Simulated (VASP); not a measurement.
Write the native input for VASP 6.6.1 that does the following.

- Task: single point
- Functional: r2SCAN
- Potentials or basis: VASP PAW PBE potentials, release 64 (Au)
- Cutoff: 520 eV
- k mesh: 18 × 18 × 10
- Occupations: gaussian, width 0.15 eV
- Spin: no spin polarisation
- Dipole correction: no
- Further INCAR settings: ALGO = Normal; EDIFF = 1e-06; NBANDS = 18

Au:

```
Au
1.0
     2.85650    0.00000    0.00000
    -1.42825    2.47380    0.00000
     0.00000    0.00000    5.02640
Au
2
Cartesian
  0.0000 1.6492 3.7698
  1.4282 0.8246 1.2566
```

This cell differs from its parent crystal: strain -0.015 along x and y, +0.030 along z.

The input as run:

POSCAR

```
Au
1.0
    2.8564984343      0.0000000000      0.0000000000
   -1.4282492171      2.4738002100      0.0000000000
    0.0000000000      0.0000000000      5.0264000000
Au
2
Direct
    0.3333333333      0.6666666667      0.7500000000
    0.6666666667      0.3333333333      0.2500000000
```

INCAR.step1

```
PREC = Accurate ; ENCUT = 520
ISMEAR = 0 ; SIGMA = 0.15
LREAL = False ; LASPH = True
NELM = 80 ; NBANDS = 18
GGA = PE ; ALGO = Normal
EDIFF = 1E-4 ; LWAVE = True
LCHARG = False
```

INCAR.step2

```
PREC = Accurate ; ENCUT = 520
EDIFF = 1E-6 ; ISMEAR = 0
SIGMA = 0.15 ; LREAL = False
LASPH = True ; NELM = 80
ALGO = Normal ; ISIF = 2
LWAVE = False ; LCHARG = True
METAGGA = R2SCAN ; LMIXTAU = True
LELF = True ; LVHAR = True
NBANDS = 18 ; ISTART = 1
```

KPOINTS

```
Automatic mesh
0
Gamma
  18 18 10
```

Potentials or basis: VASP PAW PBE potentials, release 64 (Au).

Launch:

```console
$ cat potpaw_PBE.64/Au/POTCAR > POTCAR
$ cp INCAR.step1 INCAR
$ mpirun -np 1 vasp_std > vasp.out
$ cp INCAR.step2 INCAR
$ mpirun -np 1 vasp_std > vasp.out
```

Results of the run:

* Pressure: -0.5 GPa
* Band gap on the k mesh: zero (bands 11 and 12 overlap by 7.18 eV)

Caveat: the cell differs from its parent crystal (strain -0.015 along x and y, +0.030 along z); the PAW data sets were made with another functional, which shifts forces and pressure a little; spin-orbit coupling is left out, which moves the levels of the heavy elements.

It took 7.7 min on 1 thread of AMD EPYC 7R13 Processor (Zen 3), on a shared host, peak memory 0.23 GiB.
